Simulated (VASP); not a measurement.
Set up this calculation in VASP 6.6.1, as the native input.

| Quantity | Value |
| --- | --- |
| Task | electric field gradients |
| Functional | PBE |
| Potentials or basis | VASP PAW PBE potentials, release 64 (Si, W_sv) |
| Cutoff | 520 eV |
| k mesh | 11 × 11 × 14 |
| Occupations | fermi-dirac, width 0.05 eV |
| Spin | no spin polarisation |
| Dipole correction | no |
| Further INCAR settings | ALGO = Normal; EDIFF = 1e-08; NBANDS = 18; ISYM = 0 |

The structure of Si2W lies in POSCAR:

```
Si2W
1.0
   -1.6113355874      1.6113355874      3.9530897972
    1.6113355874     -1.6113355874      3.9530897972
    1.6113355874      1.6113355874     -3.9530897972
Si W
2 1
Direct
    0.3330000000      0.3330000000      0.0000000000
    0.6670000000      0.6670000000      0.0000000000
    0.0000000000      0.0000000000      0.0000000000
```

One way to write it, as run:

INCAR

```
SYSTEM = Si2W
PREC = Accurate
ENCUT = 520
EDIFF = 1E-8
ISMEAR = -1
SIGMA = 0.05
LREAL = .False.
LASPH = .True.
NELM = 100
ALGO = Normal
ISIF = 2
LWAVE = .False.
LCHARG = .False.
GGA = PE
LEFG = .True.
ISYM = 0
NBANDS = 18
```

KPOINTS

```
regular mesh
0
Gamma
  11 11 14
  0 0 0
```

Potentials or basis: VASP PAW PBE potentials, release 64 (Si, W_sv).

Command:

```sh
$ cat potpaw_PBE.64/Si/POTCAR potpaw_PBE.64/W_sv/POTCAR > POTCAR
$ mpirun -np 1 vasp_std > vasp.out
```

It gave:

```yaml
Pressure: -0.5 GPa
Largest_force: 0.231 eV/Å
Band_gap_on_the_k_mesh: zero (bands 11 and 12 overlap by 1.23 eV)
Largest_electric_field_gradient_by_atom: Si -8.9; W -122.9 V/Å²
```

Caveat: without QUAD_EFG the Cq values of the log hold for a quadrupole moment of 1 mb, not for the nuclei; spin-orbit coupling is left out, which moves the levels of the heavy elements.

Run time: 5.5 min on 1 thread of Intel(R) Xeon(R) 6975P-C (Granite Rapids) (shared host), peak memory 0.68 GiB.
